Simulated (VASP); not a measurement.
# TaN (R-3m) in VASP: a series of runs

The runs below take TaN through single point, with PBEsol.

Everything below comes from runs of VASP 6.6.1. Logs are shortened: lines on timing, memory, paths and dates and some standing lists are left out, and cuts for length are marked.

### 1 The cell of the first run

It takes space group R-3m (No. 166, trigonal). Conventional cell: a = 2.859 Å, b = 2.859 Å, c = 8.400 Å, α = 90.00°, β = 90.00°, γ = 120.00°. Within 2.9 Å of Ta (site symmetry -3m) lie 6 N at 2.16 Å and 6 Ta at 2.86 Å. Within 2.9 Å of N (site symmetry -3m) lie 6 Ta at 2.16 Å and 6 N at 2.86 Å.

### 2 Single point, PBEsol (9.91 Å³/atom)

INCAR reads:

```
SYSTEM = TaN
ALGO = Normal
EDIFF = 1E-6
ENCUT = 520
GGA = PS
ISIF = 2
ISMEAR = 0
LASPH = .TRUE.
LCHARG = .FALSE.
LREAL = .FALSE.
LWAVE = .FALSE.
NBANDS = 15
NELM = 60
PREC = Accurate
SIGMA = 0.15
```

KPOINTS reads:

```
k-points
0
G
  20 20 20
  0 0 0
```

POSCAR reads:

```
TaN
1.0
    0.2689794646      2.2903682269      2.2903682269
    2.2903682269      0.2689794646      2.2903682269
    2.2903682269      2.2903682269      0.2689794646
Ta N
1 1
Direct
    0.5000000000      0.5000000000      0.5000000000
    0.0000000000      0.0000000000      0.0000000000
```

Potentials or basis: VASP PAW PBE potentials, release 64 (Ta_pv, N).

Command:

```console
> cat potpaw_PBE.64/Ta_pv/POTCAR potpaw_PBE.64/N/POTCAR > POTCAR
> mpirun -np 1 vasp_std > vasp.out
```

OUTCAR:

```text
SYSTEM = TaN
   EDIFF = 1E-6
   ENCUT = 520
   GGA = PS
   ISIF = 2
   ISMEAR = 0
   LASPH = .TRUE.
   LREAL = .FALSE.
   NELM = 60
   PREC = Accurate

 ion  position               nearest neighbor table
   1  0.500  0.500  0.500-   2 2.16   2 2.16   2 2.16   2 2.16   2 2.16   2 2.16
   2  0.000  0.000  0.000-   1 2.16   1 2.16   1 2.16   1 2.16   1 2.16   1 2.16

  LATTYP: Found a trigonal (rhomboedric) cell.
 ALAT       =     3.2502189437
 COS(alpha) =     0.6132106928

  Lattice vectors:

 A1 = (   0.2689794646,   2.2903682269,   2.2903682269)
 A2 = (   2.2903682269,   0.2689794646,   2.2903682269)
 A3 = (   2.2903682269,   2.2903682269,   0.2689794646)

Analysis of symmetry for initial positions (statically):
=====================================================================
 Subroutine PRICEL returns:
 Original cell was already a primitive cell.

 Routine SETGRP: Setting up the symmetry group for a
 trigonal (rhombohedral) supercell.

 Subroutine GETGRP returns: Found 12 space group operations
 (whereof 12 operations were pure point group operations)
 out of a pool of 12 trial point group operations.

The static configuration has the point symmetry D_3d.

Analysis of symmetry for dynamics (positions and initial velocities):
=====================================================================
 Subroutine PRICEL returns:
 Original cell was already a primitive cell.

 Routine SETGRP: Setting up the symmetry group for a
 trigonal (rhombohedral) supercell.

 Subroutine GETGRP returns: Found 12 space group operations
 (whereof 12 operations were pure point group operations)
 out of a pool of 12 trial point group operations.

The dynamic configuration has the point symmetry D_3d.

 Subroutine INISYM returns: Found 12 space group operations
 (whereof 12 operations are pure point group operations),
 and found     1 'primitive' translations

----------------------------------------------------------------------------------------

                                     Primitive cell

  volume of cell :      19.8160

  direct lattice vectors                    reciprocal lattice vectors
     0.268979465  2.290368227  2.290368227    -0.261073711  0.233635678  0.233635678
     2.290368227  0.268979465  2.290368227     0.233635678 -0.261073711  0.233635678
     2.290368227  2.290368227  0.268979465     0.233635678  0.233635678 -0.261073711

  length of vectors
     3.250218944  3.250218944  3.250218944     0.421106569  0.421106569  0.421106569

  position of ions in fractional coordinates (direct lattice)
     0.500000000  0.500000000  0.500000000
     0.000000000  0.000000000  0.000000000

  ion indices of the primitive-cell ions
   primitive index   ion index
                 1           1
                 2           2

----------------------------------------------------------------------------------------

 KPOINTS: k-points

Automatic generation of k-mesh.
 Grid dimensions read from file:
 generate k-points for:   20   20   20

 Generating k-lattice:

  Cartesian coordinates                     Fractional coordinates (reciprocal lattice)
    -0.013053686  0.011681784  0.011681784     0.050000000  0.000000000  0.000000000
     0.011681784 -0.013053686  0.011681784     0.000000000  0.050000000  0.000000000
     0.011681784  0.011681784 -0.013053686     0.000000000  0.000000000  0.050000000

  Length of vectors
     0.021055328  0.021055328  0.021055328

  Shift w.r.t. Gamma in fractional coordinates (k-lattice)
     0.000000000  0.000000000  0.000000000

 Subroutine IBZKPT returns following result:
 ===========================================

 Found    781 irreducible k-points:

 Following reciprocal coordinates:
            Coordinates               Weight
  0.000000  0.000000  0.000000      1.000000
  0.050000  0.000000  0.000000      6.000000
  0.100000  0.000000 -0.000000      6.000000
  0.150000  0.000000 -0.000000      6.000000
  0.200000  0.000000 -0.000000      6.000000
  0.250000 -0.000000 -0.000000      6.000000
[... 16 lines left out ...]
 -0.400000  0.050000  0.000000     12.000000
 -0.350000  0.050000 -0.000000     12.000000
 [... further k-points ...]
   k-points           NKPTS =    781   k-points in BZ     NKDIM =    781   number of bands    NBANDS=     15
   number of dos      NEDOS =    301   number of ions     NIONS =      2
   total plane-waves  NPLWV =  13824
   dimension x,y,z NGX =    24 NGY =   24 NGZ =   24
   dimension x,y,z NGXF=    48 NGYF=   48 NGZF=   48
   ions per type =               1   1
   NGX,Y,Z   is equivalent  to a cutoff of  12.28, 12.28, 12.28 a.u.
   NGXF,Y,Z  is equivalent  to a cutoff of  24.55, 24.55, 24.55 a.u.
 SYSTEM =  TaN
   PREC   = accura    normal or accurate (medium, high low for compatibility)
   ISTART =      0    job   : 0-new  1-cont  2-samecut
   ICHARG =      2    charge: 1-file 2-atom 10-const
   ISPIN  =      1    spin polarized calculation?
   LNONCOLLINEAR =      F non collinear calculations
   LSORBIT =      F    spin-orbit coupling
   LASPH  =      T    aspherical Exc in radial PAW
   ENCUT  =  520.0 eV  38.22 Ry    6.18 a.u.   6.04  6.04  6.04*2*pi/ulx,y,z
   NELM   =     60;   NELMIN=  2; NELMDL= -5     # of ELM steps
   EDIFF  = 0.1E-05   stopping-criterion for ELM
   LREAL  =      F    real-space projection
   EDIFFG = 0.1E-04   stopping-criterion for IOM
   NSW    =      0    number of steps for IOM
   IBRION =     -1    ionic relax: 0-MD 1-quasi-New 2-CG
   NFREE  =      0    steps in history (QN), initial steepest desc. (CG)
   ISIF   =      2    stress and relaxation
   ISYM   =      2    0-nonsym 1-usesym 2-fastsym
   POTIM  = 0.5000    time-step for ionic-motion
   TEBEG  =    0.0;   TEEND  =   0.0 temperature during run
   PSTRESS=    0.0 pullay stress
   NELECT =      16.0000    total number of electrons
   NUPDOWN=      -1.0000    fix difference up-down
   EMIN   =  10.00;   EMAX   =-10.00  energy-range for DOS
   EFERMI =   0.00;   METHOD = LEGACY
   ISMEAR =     0;   SIGMA  =   0.15  broadening in eV -4-tet -1-fermi 0-gaus
   EFERMI_NEDOS =   21; number of points for ismear=-14 and -15
   IALGO  =     38    algorithm
   IMIX   =      4    mixing-type and parameters
     AMIX     =   0.40;   BMIX     =  1.00
     AMIX_MAG =   1.60;   BMIX_MAG =  1.00
  volume/ion in A,a.u.               =       9.91        66.86
  Fermi-wavevector in a.u.,A,eV,Ry     =   1.524437  2.880768 31.618692  2.323908
  Thomas-Fermi vector in A             =   2.632744
   LORBIT       =      0    0 simple, 1 ext, 2 COOP (PROOUT), +10 PAW based schemes
   GGA     = PS    functional components
   LHFCALC =     F    Hartree Fock is set to
   AEXX    =    0.0000 exact exchange contribution
   IVDW    =     0    specifies the selected vdW correction
   LEPSILON=     F    determine dielectric tensor
   LRPA    =     F    only Hartree local field effects (RPA)
 non-spin polarized calculation
 Gauss-broadening in eV      SIGMA  =   0.15
  energy-cutoff  :      520.00
  volume of cell :       19.82
 maximum number of plane-waves:       547
   NGX = 13   NGY = 13   NGZ = 13

 number of electron      16.0000001 magnetization

 Free energy of the ion-electron system (eV)
  ---------------------------------------------------
  ext. energy  EPLUGINS =         0.00000000
  ---------------------------------------------------
  free energy    TOTEN  =       -22.95847217 eV

  energy without entropy =      -22.94918510  energy(sigma->0) =      -22.95382864

 E-fermi :   9.6627     XC(G=0): -13.9821

 val. band max:        9.6618483201   @ k =   0.3500   0.3500   0.3000
 cond. band min:       9.6695544696   @ k =   0.2500   0.1500  -0.0000
 fundamental gap:      0.0077061495
 Fermi energy:         9.6627488748

 k-point     1 :       0.0000    0.0000    0.0000
  band No.  band energies     occupation
      1     -25.7308      2.00000
      2     -25.2334      2.00000
      3     -25.2334      2.00000
      4      -9.1363      2.00000
      5       5.5810      2.00000
      6       5.6730      2.00000
      7       6.8830      2.00000
      8       6.8830      2.00000
      9       8.4566      2.00000
     10       8.4566      2.00000
     11      10.8457      0.00000
     12      10.8457      0.00000
     13      13.1445      0.00000
     14      19.9752      0.00000
     15      22.6405      0.00000

 k-point     2 :       0.0500    0.0000    0.0000
  band No.  band energies     occupation
      1     -25.7306      2.00000
      2     -25.2718      2.00000
      3     -25.2399      2.00000
      4      -9.0618      2.00000
      5       5.2281      2.00000
      6       5.8635      2.00000
      7       6.5869      2.00000
      8       6.6643      2.00000
      9       8.5384      2.00000
     10       8.5529      2.00000
     11      11.1090      0.00000
     12      11.1265      0.00000
     13      13.3524      0.00000
     14      20.2444      0.00000
     15      22.6404      0.00000

 k-point     3 :       0.1000    0.0000   -0.0000
  band No.  band energies     occupation
      1     -25.7307      2.00000
      2     -25.3810      2.00000
      3     -25.2585      2.00000
      4      -8.8449      2.00000
      5       4.6278      2.00000
      6       5.6267      2.00000
      7       6.1458      2.00000
      8       6.3690      2.00000
      9       8.6636      2.00000
     10       8.8389      2.00000
     11      11.7923      0.00000
     12      11.8280      0.00000
     13      13.9073      0.00000
     14      20.9983      0.00000
     15      22.6401      0.00000
[... 343 lines left out ...]
 k-point    23 :      -0.4000    0.0500    0.0000
  band No.  band energies     occupation
      1     -26.5842      2.00000
      2     -25.6757      2.00000
      3     -25.4996      2.00000
      4      -5.8256      2.00000
      5      -0.1858      2.00000
      6       1.2550      2.00000
      7       3.1822      2.00000
      8       9.0249      2.00000
      9      12.3179      0.00000
     10      14.1252      0.00000
     11      15.8929      0.00000
     12      17.3210      0.00000
     13      18.4178      0.00000
     14      22.0086      0.00000
     15      22.6083      0.00000

 k-point    24 :      -0.3500    0.0500   -0.0000
  band No.  band energies     occupation
      1     -26.4656      2.00000
      2     -25.6761      2.00000
      3     -25.4756      2.00000
      4      -6.2630      2.00000
      5       0.4189      2.00000
      6       1.5213      2.00000
      7       3.4333      2.00000
      8       8.7456      2.00000
      9      11.2079      0.00000
     10      13.3608      0.00000
     11      16.0361      0.00000
     12      16.8658      0.00000
     13      17.8004      0.00000
     14      22.5472      0.00000
     15      22.8478      0.00000

 [... further k-points ...]

------------------------ aborting loop because EDIFF is reached ----------------------------------------

  FORCE on cell =-STRESS in cart. coord.  units (eV):
  Direction    XX          YY          ZZ          XY          YZ          ZX
  --------------------------------------------------------------------------------------
  -------------------------------------------------------------------------------------
  Total        3.0939103      3.0939103      3.0939103     -0.8765792     -0.8765792     -0.8765792
  in kB      250.1510399    250.1510399    250.1510399    -70.8738056    -70.8738056    -70.8738056
  external PRESSURE =     250.1510399 kB  Pullay stress =       0.0000000 kB

 VOLUME and BASIS-vectors are now :
 -----------------------------------------------------------------------------
  energy-cutoff  :      520.00
  volume of cell :       19.82
      direct lattice vectors                 reciprocal lattice vectors
     0.268979465  2.290368227  2.290368227    -0.261073711  0.233635678  0.233635678
     2.290368227  0.268979465  2.290368227     0.233635678 -0.261073711  0.233635678
     2.290368227  2.290368227  0.268979465     0.233635678  0.233635678 -0.261073711

 POSITION                                       TOTAL-FORCE (eV/Angst)
 -----------------------------------------------------------------------------------
      2.42486      2.42486      2.42486         0.000000      0.000000      0.000000
      0.00000      0.00000      0.00000        -0.000000     -0.000000     -0.000000
 -----------------------------------------------------------------------------------
    total drift:                                0.000000     -0.000000      0.000000

  FREE ENERGIE OF THE ION-ELECTRON SYSTEM (eV)
  ---------------------------------------------------
  free  energy   TOTEN  =       -22.9584721732 eV

  energy  without entropy=      -22.9491851041  energy(sigma->0) =      -22.95382864
```

Wall time 93 s (1 thread of Intel Xeon Platinum 8559C (Emerald Rapids), shared host); peak memory 0.34 GiB.

What came out:

```
Free energy            : -22.9585 eV
Pressure               : 25.0 GPa
Band gap on the k mesh : zero (bands 8 and 9 overlap by 2.44 eV)
```

Caveat: the cell stands under pressure; the PAW data sets were made with another functional, which shifts forces and pressure a little; spin-orbit coupling is left out, which moves the levels of the heavy elements.

### 3 Single point, PBEsol (9.91 Å³/atom)

INCAR reads:

```
SYSTEM = TaN
PREC = Accurate ; ENCUT = 520
EDIFF = 1E-7 ; ISMEAR = 0
SIGMA = 0.15 ; LREAL = .FALSE.
LASPH = .TRUE. ; NELM = 80
ALGO = Normal ; ISIF = 2
LWAVE = .FALSE. ; LCHARG = .FALSE.
GGA = PS ; NBANDS = 15
```

KPOINTS reads:

```
Automatic mesh
0
G
  20 20 20
  0 0 0
```

POSCAR reads:

```
TaN
1.0
    0.1773900012      2.2400644333      2.2400644333
    2.2400644333      0.1773900012      2.2400644333
    2.2400644333      2.2400644333      0.1773900012
Ta N
1 1
Direct
    0.5000000000      0.5000000000      0.5000000000
    0.0000000000      0.0000000000      0.0000000000
```

Potentials or basis: VASP PAW PBE potentials, release 64 (Ta_pv, N).

Command:

```console
> cat potpaw_PBE.64/Ta_pv/POTCAR potpaw_PBE.64/N/POTCAR > POTCAR
> mpirun -np 1 vasp_std > vasp.out
```

Wall time 95 s (1 thread of Intel Xeon Platinum 8559C (Emerald Rapids), shared host); peak memory 0.34 GiB.

Results (log left out):

| Property | Result |
| --- | --- |
| Free energy | -23.0504 eV |
| Pressure | 24.4 GPa |
| Band gap on the k mesh | zero (bands 8 and 9 overlap by 3.19 eV) |

Stress tensor (GPa, compression positive):
```
24.38 -5.37 -5.37
-5.37 24.38 -5.37
-5.37 -5.37 24.38
```

Levels at points of the mesh, in eV from the Fermi level:
```csv
k point,band 6,band 7,band 8,band 9,band 10,band 11
"(0.00, 0.00, 0.00)",-3.60,-3.41,-3.41,-1.63,-1.63,0.52
"(0.50, 0.00, 0.00)",-8.68,-7.38,0.32,3.62,3.89,4.24
"(0.50, 0.50, 0.00)",-5.84,-4.78,-4.17,2.27,3.58,4.57
"(0.50, 0.50, 0.50)",-6.99,-6.99,1.56,1.67,1.67,4.87
```

Caveat: the cell stands under pressure; the PAW data sets were made with another functional, which shifts forces and pressure a little; spin-orbit coupling is left out, which moves the levels of the heavy elements.

### 4 Single point, PBEsol (9.91 Å³/atom)

INCAR reads:

```
SYSTEM = TaN
PREC = Accurate ; ENCUT = 520
EDIFF = 1E-7 ; ISMEAR = 0
SIGMA = 0.15 ; LREAL = .False.
LASPH = .True. ; NELM = 60
ALGO = Normal ; ISIF = 2
LWAVE = .False. ; LCHARG = .True.
GGA = PS ; LELF = .True.
LVHAR = .True. ; NBANDS = 15
```

KPOINTS reads:

```
Automatic mesh
0
Gamma
  20 20 20
  0 0 0
```

POSCAR reads:

```
TaN
1.0
   -0.1704203380      2.0660670378      2.0660670378
    2.0660670378     -0.1704203380      2.0660670378
    2.0660670378      2.0660670378     -0.1704203380
Ta N
1 1
Direct
    0.5000000000      0.5000000000      0.5000000000
    0.0000000000      0.0000000000      0.0000000000
```

Command:

```console
> cat potpaw_PBE.64/Ta_pv/POTCAR potpaw_PBE.64/N/POTCAR > POTCAR
> mpirun -np 1 vasp_std > vasp.out
```

It took 87 s on 1 thread of Intel Xeon Platinum 8559C (Emerald Rapids), shared host; peak memory 0.34 GiB.

It converged, with:

```
Free energy            : -23.0287 eV
Pressure               : 24.0 GPa
Band gap on the k mesh : zero (bands 8 and 9 overlap by 5.83 eV)
```

Stress tensor (GPa, compression positive):
```
24.03  7.39  7.39
 7.39 24.03  7.39
 7.39  7.39 24.03
```

Levels at points of the mesh, in eV from the Fermi level:
```csv
k point,band 5,band 6,band 7,band 8,band 9,band 10,band 11,band 12
"(0.00, 0.00, 0.00)",-3.97,-3.97,-3.36,-3.02,-3.02,-1.04,0.39,0.39
"(0.50, 0.00, 0.00)",-10.86,-8.21,-6.93,0.89,1.04,4.19,4.48,7.82
"(0.50, 0.50, 0.00)",-6.65,-5.87,-4.95,-4.19,2.16,3.42,4.49,5.27
"(0.50, 0.50, 0.50)",-10.75,-8.68,-8.68,2.81,3.14,3.14,3.92,8.99
```

Caveat: the cell stands under pressure; the PAW data sets were made with another functional, which shifts forces and pressure a little; spin-orbit coupling is left out, which moves the levels of the heavy elements.

### 5 Overview

```tsv
cell	gap on the mesh (eV)	pressure (GPa)
a = 3.250 Å, angles 52.2°, 2 atoms	none	25.0
a = 3.173 Å, angles 54.7°, 2 atoms	none	24.4
a = 2.927 Å, angles 65.4°, 2 atoms	none	24.0
```

Alike in all rows: task single point; level PBEsol; potentials or basis VASP PAW PBE potentials, release 64 (Ta_pv, N); no spin polarisation; k mesh 20 × 20 × 20; cutoff (eV) 520; smearing gaussian 0.15 eV.

Caveats: the cell stands under pressure; the PAW data sets were made with another functional, which shifts forces and pressure a little; spin-orbit coupling is left out, which moves the levels of the heavy elements.

Absolute energies hang on the potentials; compare differences alone.
